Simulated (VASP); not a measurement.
Write the native input for VASP 6.6.1 that does the following.

```yaml
Task: single point
Functional: PBEsol
Potentials_or_basis: VASP PAW PBE potentials, release 64 (Co)
Cutoff: 520 eV
k_mesh: 16 × 16 × 5
Occupations: fermi-dirac, width 0.05 eV
Spin: collinear spin, ferromagnetic start
Starting_moments: "[1.653, 1.653, 1.672, 1.672] μB"
Dipole_correction: no
Further_INCAR_settings: ALGO = Normal; EDIFF = 1e-06; NBANDS = 30
```

The structure of Co lies in POSCAR:

```
Co
1.0
    2.3524534884      0.0000000000      0.0000000000
   -1.1762267442      2.0372844822      0.0000000000
    0.0000000000      0.0000000000      7.6231756010
Co
4
Direct
    0.0000000000      0.0000000000      1.0000000000
    1.0000000000      1.0000000000      0.5000000000
    0.3333333333      0.6666666667      0.2500000000
    0.6666666667      0.3333333333      0.7500000000
```

One way to write it, as run:

INCAR

```
SYSTEM = Co
PREC = Accurate
ENCUT = 520
EDIFF = 1E-6
ISMEAR = -1
SIGMA = 0.05
LREAL = .False.
LASPH = .True.
NELM = 150
ALGO = Normal
ISIF = 2
LWAVE = .False.
LCHARG = .False.
ISPIN = 2
MAGMOM = 1.653 1.653 1.672 1.672
LORBIT = 11
LMAXMIX = 4
GGA = PS
NBANDS = 30
```

KPOINTS

```
Automatic mesh
0
Gamma
  16 16 5
  0 0 0
```

Potentials or basis: VASP PAW PBE potentials, release 64 (Co).

Command:

```bash
$ cat potpaw_PBE.64/Co/POTCAR > POTCAR
$ mpirun -np 1 vasp_std > vasp.out
```

It gave:

```json
{"Pressure": "41.4 GPa", "Band gap on the k mesh": "zero (filled and empty bands overlap)", "Net moment": "5.98 μB per cell", "Site moments": "Co +1.47, +1.49 (each value once) μB", "Valence electrons inside the program's atomic spheres": "Co 8.67"}
```

Caveat: the cell stands under pressure; the PAW data sets were made with another functional, which shifts forces and pressure a little.

Wall time 6.8 min on 1 thread of Intel Xeon 8259CL, with other jobs on the host, peak memory 0.23 GiB.
